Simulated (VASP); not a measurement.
# Si8HO16 (a cell with a defect) in VASP: notebook

Runs on Si8HO16 (a cell with a defect). Level: PBE+D3(BJ). Tasks: single point.

Program: VASP 6.6.1. These are calculated values, not measurements. Logs are shortened: lines on timing, memory, paths and dates and some standing lists are left out, and cuts for length are marked.

**1. The cell of the first run**

The cell holds a defect, 25 atoms: a = 5.833 Å, b = 5.833 Å, c = 5.295 Å, α = 90.00°, β = 90.00°, γ = 90.00°.

**2. Single point, PBE+D3(BJ), collinear spin**

File INCAR:

```
SYSTEM = Si8HO16
PREC = Accurate
ENCUT = 520
EDIFF = 1E-6
ISMEAR = -1
SIGMA = 0.05
LREAL = Auto
LASPH = .True.
NELM = 150
ALGO = Normal
ISIF = 2
LWAVE = .False.
LCHARG = .False.
ISPIN = 2
MAGMOM = 0 0 0 0 0 0 0 0 0 0 0 0 0 0 0 0.09 0 0 0 0 0 0.09 0 0 0.51
LORBIT = 11
GGA = PE
IVDW = 12
NBANDS = 86
```

File KPOINTS:

```
Automatic mesh
0
Gamma
  2 2 2
  0 0 0
```

File POSCAR:

```
Si8HO16
1.0
   -4.1246000000     -4.1246000000      0.0000000000
    4.1246000000     -4.1246000000      0.0000000000
    0.0000000000      0.0000000000      5.2948000000
Si O H
8 16 1
Direct
    0.4986544150      0.4903142123     -0.0133338370
    0.0042913252      0.4974300538      0.2427664879
    0.4982907433      0.4891989526      0.4854385435
    0.0071279639      0.4963147942      0.7372138702
    0.0078431848      0.0049095670     -0.0025685578
    0.4994908597     -0.0064975998      0.2312079776
   -0.0085462833     -0.0095160743      0.4965626653
    0.4929326480     -0.0082311012      0.7468270756
    0.1907942588      0.4831620036     -0.0076679006
    0.0065703341      0.1919701304      0.2523985797
    0.8061630219      0.4965329971      0.0000566594
    0.0059278475      0.7934708820      0.2354574299
    0.1989889929      0.4932478301      0.4901034978
    0.0030427193      0.1858483247      0.7355896351
    0.8118362993      0.4876836542      0.4910667070
    0.0301605004      0.8046356010      0.7503399562
    0.7010255540     -0.0153833099     -0.0127672433
    0.4968966688      0.6857634680      0.2416333006
    0.2995563206      0.0136619309     -0.0051371157
    0.5065460893      0.3035930757      0.2376860316
    0.6874727246      0.0131770353      0.4902357030
    0.4677423265      0.6847573098      0.7316045932
    0.2946952432     -0.0109343936      0.4920865755
    0.5050429133      0.3002957863      0.7333043741
    0.7522668865      0.7456480628      0.6866737176
```

Potentials or basis: VASP PAW PBE potentials, release 64 (Si, O, H).

The run is started by

```
cat potpaw_PBE.64/Si/POTCAR potpaw_PBE.64/O/POTCAR potpaw_PBE.64/H/POTCAR > POTCAR
mpirun -np 1 vasp_std > vasp.out
```

OUTCAR:

```text
SYSTEM = Si8HO16
   PREC = Accurate
   ENCUT = 520
   EDIFF = 1E-6
   ISMEAR = -1
   LREAL = Auto
   LASPH = .True.
   NELM = 150
   ISIF = 2
   ISPIN = 2
   LORBIT = 11
   GGA = PE
   IVDW = 12
 IVDW          = 12

 ion  position               nearest neighbor table
   1  0.499  0.490  0.987-  20 1.72  24 1.74  18 1.77  22 1.77  11 1.80   9 1.80   3 2.64   3 2.65

   2  0.004  0.497  0.243-   9 1.72  12 1.73  11 1.73  15 1.73  13 1.73  10 1.78   4 2.62   4 2.68

   3  0.498  0.489  0.485-  20 1.70  24 1.71  18 1.73  22 1.74  13 1.75  15 1.83   1 2.64   1 2.65
[... 12 lines left out ...]
  10  0.007  0.192  0.252-   5 1.74   7 1.75   2 1.78
  11  0.806  0.497  0.000-   2 1.73   1 1.80   4 1.82
  12  0.006  0.793  0.235-   2 1.73   5 1.76   7 1.80
  13  0.199  0.493  0.490-   4 1.72   2 1.73   3 1.75
  14  0.003  0.186  0.736-   7 1.70   5 1.74   4 1.81
[... 8 lines left out ...]
  23  0.295  0.989  0.492-   7 1.77   8 1.78   6 1.83
  24  0.505  0.300  0.733-   3 1.71   1 1.74   8 1.80
  25  0.752  0.746  0.687-

  LATTYP: Found a simple tetragonal cell.
 ALAT       =     5.8330652594
 C/A-ratio  =     0.9077217148

  Lattice vectors:

 A1 = (  -4.1246000000,  -4.1246000000,   0.0000000000)
 A2 = (   4.1246000000,  -4.1246000000,   0.0000000000)
 A3 = (   0.0000000000,   0.0000000000,   5.2948000000)

Analysis of symmetry for initial positions (statically):
=====================================================================
 Subroutine PRICEL returns:
 Original cell was already a primitive cell.

 Routine SETGRP: Setting up the symmetry group for a
 simple tetragonal supercell.

 Subroutine GETGRP returns: Found  1 space group operations
 (whereof  1 operations were pure point group operations)
 out of a pool of 16 trial point group operations.

The static configuration has the point symmetry C_1 .

Analysis of symmetry for dynamics (positions and initial velocities):
=====================================================================
 Subroutine PRICEL returns:
 Original cell was already a primitive cell.

 Routine SETGRP: Setting up the symmetry group for a
 simple tetragonal supercell.

 Subroutine GETGRP returns: Found  1 space group operations
 (whereof  1 operations were pure point group operations)
 out of a pool of 16 trial point group operations.

The dynamic configuration has the point symmetry C_1 .

Analysis of structural, dynamic, and magnetic symmetry:
=====================================================================
 Subroutine PRICEL returns:
 Original cell was already a primitive cell.

 Routine SETGRP: Setting up the symmetry group for a
 simple tetragonal supercell.

 Subroutine GETGRP returns: Found  1 space group operations
 (whereof  1 operations were pure point group operations)
 out of a pool of 16 trial point group operations.

The overall configuration has the point symmetry C_1 .

 Subroutine INISYM returns: Found  1 space group operations
 (whereof  1 operations are pure point group operations),
 and found     1 'primitive' translations

----------------------------------------------------------------------------------------

                                     Primitive cell

  volume of cell :     180.1537

  direct lattice vectors                    reciprocal lattice vectors
    -4.124600000 -4.124600000  0.000000000    -0.121223876 -0.121223876  0.000000000
     4.124600000 -4.124600000  0.000000000     0.121223876 -0.121223876  0.000000000
     0.000000000  0.000000000  5.294800000     0.000000000  0.000000000  0.188864546

  length of vectors
     5.833065259  5.833065259  5.294800000     0.171436450  0.171436450  0.188864546

  position of ions in fractional coordinates (direct lattice)
     0.498654415  0.490314212  0.986666163
     0.004291325  0.497430054  0.242766488
     0.498290743  0.489198953  0.485438544
[... 83 lines left out ...]
  0.000000  0.000000  0.500000      1.000000
  0.500000  0.000000  0.500000      1.000000
  0.000000  0.500000  0.500000      1.000000
  0.500000  0.500000  0.500000      1.000000
   k-points           NKPTS =      8   k-points in BZ     NKDIM =      8   number of bands    NBANDS=     86
   number of dos      NEDOS =    301   number of ions     NIONS =     25
   total plane-waves  NPLWV =  92160
   dimension x,y,z NGX =    48 NGY =   48 NGZ =   40
   dimension x,y,z NGXF=    96 NGYF=   96 NGZF=   80
   ions per type =               8  16   1
   NGX,Y,Z   is equivalent  to a cutoff of  13.68, 13.68, 12.56 a.u.
   NGXF,Y,Z  is equivalent  to a cutoff of  27.36, 27.36, 25.12 a.u.
 SYSTEM =  Si8HO16
   PREC   = accura    normal or accurate (medium, high low for compatibility)
   ISTART =      0    job   : 0-new  1-cont  2-samecut
   ICHARG =      2    charge: 1-file 2-atom 10-const
   ISPIN  =      2    spin polarized calculation?
   LNONCOLLINEAR =      F non collinear calculations
   LSORBIT =      F    spin-orbit coupling
   LASPH  =      T    aspherical Exc in radial PAW
   ENCUT  =  520.0 eV  38.22 Ry    6.18 a.u.  10.85 10.85  9.84*2*pi/ulx,y,z
   NELM   =    150;   NELMIN=  2; NELMDL= -5     # of ELM steps
   EDIFF  = 0.1E-05   stopping-criterion for ELM
   LREAL  =      T    real-space projection
   EDIFFG = 0.1E-04   stopping-criterion for IOM
   NSW    =      0    number of steps for IOM
   IBRION =     -1    ionic relax: 0-MD 1-quasi-New 2-CG
   NFREE  =      0    steps in history (QN), initial steepest desc. (CG)
   ISIF   =      2    stress and relaxation
   ISYM   =      2    0-nonsym 1-usesym 2-fastsym
   POTIM  = 0.5000    time-step for ionic-motion
   TEBEG  =    0.0;   TEEND  =   0.0 temperature during run
   PSTRESS=    0.0 pullay stress
   NELECT =     129.0000    total number of electrons
   NUPDOWN=      -1.0000    fix difference up-down
   EMIN   =  10.00;   EMAX   =-10.00  energy-range for DOS
   EFERMI =   0.00;   METHOD = LEGACY
   ISMEAR =    -1;   SIGMA  =   0.05  broadening in eV -4-tet -1-fermi 0-gaus
   EFERMI_NEDOS =   21; number of points for ismear=-14 and -15
   IALGO  =     38    algorithm
   IMIX   =      4    mixing-type and parameters
     AMIX     =   0.40;   BMIX     =  1.00
     AMIX_MAG =   1.60;   BMIX_MAG =  1.00
  volume/ion in A,a.u.               =       7.21        48.63
  Fermi-wavevector in a.u.,A,eV,Ry     =   1.464616  2.767722 29.185842  2.145099
  Thomas-Fermi vector in A             =   2.580570
   LORBIT       =     11    0 simple, 1 ext, 2 COOP (PROOUT), +10 PAW based schemes
   GGA     = PE    functional components
   LHFCALC =     F    Hartree Fock is set to
   AEXX    =    0.0000 exact exchange contribution
   IVDW    =    12    specifies the selected vdW correction
   LEPSILON=     F    determine dielectric tensor
   LRPA    =     F    only Hartree local field effects (RPA)
 spin polarized calculation
  energy-cutoff  :      520.00
  volume of cell :      180.15
 maximum number of plane-waves:      4880
 NGX is ok and might be reduce to    48
   NGX = 21   NGY = 21   NGZ = 19

 number of electron     129.0000001 magnetization       0.9999981

 Free energy of the ion-electron system (eV)
  ---------------------------------------------------
  ext. energy  EPLUGINS =         0.00000000
  ---------------------------------------------------
  free energy    TOTEN  =      -181.59295640 eV

  energy without entropy =     -181.59295635  energy(sigma->0) =     -181.59295637

 E-fermi :  13.4720     XC(G=0): -12.5328

 val. band max:       12.6956796293   @ k =   0.5000   0.5000   0.5000
 cond. band min:      14.2423349249   @ k =   0.0000   0.0000   0.0000
 fundamental gap:      1.5466552956
 Fermi energy:        13.4720253721

 spin component 1

 k-point     1 :       0.0000    0.0000    0.0000
  band No.  band energies     occupation
      1     -14.2117      1.00000
      2     -12.4217      1.00000
      3     -12.2857      1.00000
      4     -11.4654      1.00000
      5     -11.3496      1.00000
      6     -11.0457      1.00000
[... 621 lines left out ...]
     75      19.2816      0.00000
     76      19.4846      0.00000
 Fermi energy:        13.4720253721

 spin component 2

 k-point     1 :       0.0000    0.0000    0.0000
  band No.  band energies     occupation
      1     -14.1788      1.00000
      2     -12.4001      1.00000
      3     -12.2587      1.00000
      4     -11.4192      1.00000
      5     -11.3155      1.00000
      6     -11.0231      1.00000
[... 621 lines left out ...]
     75      19.2983      0.00000
     76      19.5241      0.00000
 [bands above 76 left out]

------------------------ aborting loop because EDIFF is reached ----------------------------------------

 Edisp (eV)   -6.22493

 E8    (eV) :    -2.1195

  FORCE on cell =-STRESS in cart. coord.  units (eV):
  Direction    XX          YY          ZZ          XY          YZ          ZX
  --------------------------------------------------------------------------------------
  -------------------------------------------------------------------------------------
  Total      23.75438    28.14569    26.18408     1.04122    -0.44706    -0.51591
  in kB     211.25696   250.31059   232.86524     9.25998    -3.97584    -4.58817
  external pressure =      231.48 kB  Pullay stress =        0.00 kB

 VOLUME and BASIS-vectors are now :
 -----------------------------------------------------------------------------
  energy-cutoff  :      520.00
  volume of cell :      180.15
      direct lattice vectors                 reciprocal lattice vectors
    -4.124600000 -4.124600000  0.000000000    -0.121223876 -0.121223876  0.000000000
     4.124600000 -4.124600000  0.000000000     0.121223876 -0.121223876  0.000000000
     0.000000000  0.000000000  5.294800000     0.000000000  0.000000000  0.188864546

 POSITION                                       TOTAL-FORCE (eV/Angst)
 -----------------------------------------------------------------------------------
     -0.03440     -4.07910      5.22420         0.194768     -0.522412      0.003886
      2.03400     -2.06940      1.28540        -0.124944      0.812811     -0.182319
     -0.03750     -4.07300      2.57030         0.037108     -0.525184      0.164383
      2.01770     -2.07650      3.90340         0.338363      0.793887      1.116778
     -0.01210     -0.05260      5.28120         0.264173      1.138469     -0.251484
      2.03760     -6.15800      1.22420         0.259019      0.087807      2.688780
[... 17 lines left out ...]
     -0.84450     -3.32170      3.88270        -0.326874      0.646270      1.163427
     -0.02730     -6.17830      3.63580         0.131291      0.054246      0.208293
 -----------------------------------------------------------------------------------
    total drift:                               -0.000467     -0.016170      0.004977

  FREE ENERGIE OF THE ION-ELECTRON SYSTEM (eV)
  ---------------------------------------------------
  free  energy   TOTEN  =      -187.8178868735 eV

  energy  without entropy=     -187.8178868307  energy(sigma->0) =     -187.81788685

 total charge

# of ion       s       p       d       tot
------------------------------------------
    1        0.595   0.901   0.000   1.496
    2        0.600   0.944   0.000   1.544
    3        0.599   0.933   0.000   1.531
    4        0.592   0.895   0.000   1.487
    5        0.596   0.920   0.000   1.516
    6        0.592   0.886   0.000   1.478
[... 17 lines left out ...]
   24        1.554   3.727   0.000   5.281
   25        0.516   0.019   0.000   0.535
--------------------------------------------------
tot         30.162  66.766   0.000  96.928

 magnetization (x)

# of ion       s       p       d       tot
------------------------------------------
    1        0.000   0.000   0.000   0.000
    2        0.001   0.002   0.000   0.003
    3        0.001  -0.000   0.000   0.000
    4       -0.000  -0.002   0.000  -0.002
    5        0.000   0.000   0.000   0.001
    6        0.002   0.002   0.000   0.004
[... 17 lines left out ...]
   24       -0.000  -0.000   0.000  -0.000
   25        0.364   0.002   0.000   0.367
--------------------------------------------------
tot          0.400   0.255   0.000   0.655
```

Run time: 2.5 min. Hardware: 1 thread of Intel Xeon 6975P-C (Granite Rapids), shared host; peak memory 0.43 GiB.

What came out:

| Quantity | Value |
| --- | --- |
| Free energy | -187.8179 eV |
| Pressure | 23.1 GPa |
| Largest force | 2.703 eV/Å |
| Band gap on the k mesh | 1.55 eV |
| Net moment | 1.00 μB per cell |
| Site moments | Si +0.00, -0.00 (each value once); O +0.00, +0.01, -0.00, +0.04, +0.09, +0.08 (each value once); H +0.37 μB |
| Valence electrons inside the program's atomic spheres | Si 1.50, 1.54, 1.53, 1.49, 1.52, 1.48, 1.51, 1.47; O 5.29, 5.28, 5.25, 5.27, 5.31, 5.26, 5.32, 5.30, 5.24 (each value once); H 0.54 |
| Dispersion energy per atom | -0.249 eV |

Forces in eV/Å, atoms in the order of the input:
```
Si   0.195 -0.522  0.004
Si  -0.125  0.813 -0.182
Si   0.037 -0.525  0.164
Si   0.338  0.794  1.117
Si   0.264  1.138 -0.251
Si   0.259  0.088  2.689
Si  -0.579 -0.815 -0.833
Si   0.128 -0.152 -2.355
O   -0.903 -0.989 -0.136
O    0.026  1.054 -1.101
O    0.236  0.491 -1.701
O    1.386 -0.724  1.001
O   -0.007  0.404 -0.410
O    1.309 -0.594  1.295
O    0.771  0.466 -0.185
O   -0.626  0.686  0.004
O    1.206  0.475  0.350
O    0.858 -0.990 -0.781
O   -1.990 -1.001 -0.062
O   -0.798  1.318 -0.351
O   -1.055  0.313 -0.685
O    0.133 -0.581  1.788
O   -0.868 -1.844 -0.752
O   -0.327  0.646  1.163
H    0.131  0.054  0.208
```

Stress tensor (GPa, compression positive):
```
21.13  0.93 -0.46
 0.93 25.03 -0.40
-0.46 -0.40 23.29
```

Caveat: the k points lie up to 0.59 Å⁻¹ apart.

(Continued in part 2 of 2.)
